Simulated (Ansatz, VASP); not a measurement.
**TiTe2: VASP beside Ansatz**

File INCAR:

```
SYSTEM = TiTe2
ALGO     = Normal         ! electronic algorithm
EDIFF    = 1E-6           ! SCF threshold, eV
ENCUT    = 520            ! plane-wave cutoff, eV
GGA      = PE             ! functional
ISIF     = 2              ! what is computed and relaxed
ISMEAR   = 0              ! smearing method
LASPH    = .True.         ! aspherical terms in the spheres
LCHARG   = .False.        ! write CHGCAR
LREAL    = .False.        ! projectors in reciprocal space
LWAVE    = .False.        ! write WAVECAR
NBANDS   = 19             ! bands
NELM     = 100            ! most SCF steps
PREC     = Accurate       ! precision mode
SIGMA    = 0.15           ! smearing width, eV
```

Contents of KPOINTS:

```
k-points
0
Gamma
  12 12 8
  0 0 0
```

Contents of POSCAR:

```
TiTe2
1.0
    3.7770008876      0.0000000000      0.1769524916
   -1.8885004438      3.2709787188     -0.0884762458
    0.3044313000      0.0000000000      6.4980000000
Ti Te
1 2
Direct
    0.0000000000      0.0000000000      0.0000000000
    0.6666666667      0.3333333333      0.2628000000
    0.3333333333      0.6666666667      0.7372000000
```

Input for Ansatz:

```yaml
crystal:
  lattice:
    - [3.7770008876, 0.0, 0.1769524916]
    - [-1.8885004438, 3.2709787188, -0.0884762458]
    - [0.3044313, 0.0, 6.498]
  atoms:
    - { symbol: Ti, position: [0.0, 0.0, 0.0] }
    - { symbol: Te, position: [0.6666666667, 0.3333333333, 0.2628] }
    - { symbol: Te, position: [0.3333333333, 0.6666666667, 0.7372] }
basis:
  ecutwfc: 420
kpoints:
  mp_grid: { grid: [12, 12, 8] }
hamiltonian:
  xc: pbe
scf:
  occupations: { method: gaussian, width: 0.15 }
output:
  forces: true
  stress: true
  eigenvalues: true
```

Change from the starting cell: strain +0.0937 x Voigt [0, 0, 0, 0, 1, 0], atoms carried along.

Alike in both runs: task single point; functional PBE; k mesh 12 × 12 × 8; occupations gaussian, width 0.15 eV; no spin polarisation.

```csv
,VASP,Ansatz
version,VASP 6.6.1,Ansatz 0.2.0
potentials or method,"VASP PAW PBE potentials, release 64 (Ti_sv, Te), cutoff 520 eV","scalar-relativistic, plane waves, PAW"
valence electrons in the cell,24,44
```

|  | VASP | Ansatz | Ansatz less VASP |
| --- | --- | --- | --- |
| gap on the k mesh at the Fermi level (eV) | none | none | - |
| pressure (GPa) | 1.7 | 1.7 | +0.02 |
| traceless stress, the component that is largest in VASP (GPa) | -5.38 | -5.39 | -0.006 |
| rms of the force components (eV/Å) | 0.316 | 0.315 | -0.0014 |

Atom by atom the forces differ by 0.004 eV/Å (rms over components). A gap of «none» marks a metal or a gap that the smearing closes. VASP's potentials hold 24 valence electrons a cell and Ansatz's 44, so a difference there can come from the potentials and not from the codes.

Neither program's run includes spin-orbit coupling.
